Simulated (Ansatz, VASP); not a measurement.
# One calculation of LaAl3N2, two programs

```
La Al N
1.0
     2.45663    1.41833    4.42789
    -2.45663    1.41833    4.42789
     0.00000   -2.83667    4.42789
La Al N
1 3 2
Direct
  0.00000 0.00000 0.00000
  0.50000 0.50000 0.50000
  0.77271 0.77271 0.77271
  0.22729 0.22729 0.22729
  0.63581 0.63581 0.63581
  0.36419 0.36419 0.36419
```

Alike in both runs: functional PBE; k mesh 12 × 12 × 12; occupations gaussian, width 0.1 eV; no spin polarisation.

Ansatz relaxed the structure, and its values are those at the end. VASP's run is a single point on that final structure, the one shown.

```csv
,VASP,Ansatz
version,VASP 6.6.1,Ansatz 0.2.0
potentials or method,"VASP PAW PBE potentials, release 64 (La, Al, N), cutoff 520 eV","scalar-relativistic, plane waves, PAW"
valence electrons in the cell,30,30
```

```csv
,VASP,Ansatz,Ansatz less VASP
gap on the k mesh at the Fermi level (eV),none,none,-
pressure (GPa),-0.1,0.0,+0.10
```

A gap of «none» marks a metal or a gap that the smearing closes.

Spin-orbit coupling is off throughout.
